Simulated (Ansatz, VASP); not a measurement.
# ScAl3F: VASP beside Ansatz

```
Sc Al F
1.0
     4.52610    0.00000    0.00000
     0.00000    4.52610    0.00000
     0.00000    0.00000    6.01575
Sc Al F
1 3 1
Direct
  0.50000 0.50000 0.41408
  0.50000 0.50000 0.93767
  0.50000 0.00000 0.71845
  0.00000 0.50000 0.71845
  0.00000 0.00000 0.73935
```

Change from the starting cell: species swapped into the BaTiO3 type (P4mm, No. 99).

Alike in both runs: functional PBE; k mesh 8 × 8 × 6; occupations gaussian, width 0.1 eV; no spin polarisation.

Ansatz relaxed the structure, and its values are those at the end. VASP's run is a single point on that final structure, the one shown.

```csv
,VASP,Ansatz
version,VASP 6.6.1,Ansatz 0.2.0
potentials or method,"VASP PAW PBE potentials, release 64 (Sc_sv, Al, F), cutoff 520 eV","scalar-relativistic, plane waves, PAW"
valence electrons in the cell,27,27
```

```csv
,VASP,Ansatz,Ansatz less VASP
gap on the k mesh at the Fermi level (eV),none,none,-
pressure (GPa),-0.1,0.0,+0.05
rms of the force components (eV/Å),0.002,0.005,+0.0031
```

A gap of «none» marks a metal or a gap that the smearing closes. With one functional, cell and mesh, what is left measures potentials, basis and numerics.
